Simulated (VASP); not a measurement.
# KF: single point with LDA

KF:

```
K F
1.0
     0.08214    2.58147    2.58147
     2.58147    0.08214    2.58147
     2.58147    2.58147    0.08214
K F
1 1
Direct
  0.00000 0.00000 0.00000
  0.50000 0.50000 0.50000
```

```json
{
 "Program": "VASP 6.6.1",
 "Task": "single point",
 "Functional": "LDA",
 "Potentials or basis": "VASP PAW LDA potentials, release 64 (K_sv, F)",
 "Cutoff": "520 eV",
 "k mesh": "8 × 8 × 8",
 "Occupations": "gaussian, width 0.05 eV",
 "Spin": "no spin polarisation"
}
```

```json
{
 "Pressure": "2.7 GPa",
 "Band gap on the k mesh": "6.61 eV, direct"
}
```

Stress tensor (GPa, compression positive):
```
 2.66 -0.43 -0.43
-0.43  2.66 -0.43
-0.43 -0.43  2.66
```

Levels at points of the mesh, in eV from the valence-band top:
| k point | band 6 | band 7 | band 8 | band 9 | band 10 | band 11 |
| --- | --- | --- | --- | --- | --- | --- |
| (0.00, 0.00, 0.00) | -0.04 | 0.00 | 0.00 | 6.61 | 10.50 | 11.05 |
| (0.50, 0.00, 0.00) | -1.06 | -0.61 | -0.51 | 9.40 | 11.42 | 12.44 |
| (0.50, 0.50, 0.00) | -0.11 | -0.03 | -0.01 | 7.93 | 10.95 | 12.64 |
| (0.50, 0.50, 0.50) | -1.05 | -0.46 | -0.46 | 9.26 | 11.22 | 12.58 |

Run time: 39 s on 1 thread of Intel(R) Xeon(R) Platinum 8259CL CPU @ 2.50GHz (Skylake/Cascade Lake), on a shared host, peak memory 0.16 GiB.

A k mesh can miss the band edges. Expect the measured gap to be larger: semilocal functionals such as LDA lack the derivative discontinuity.
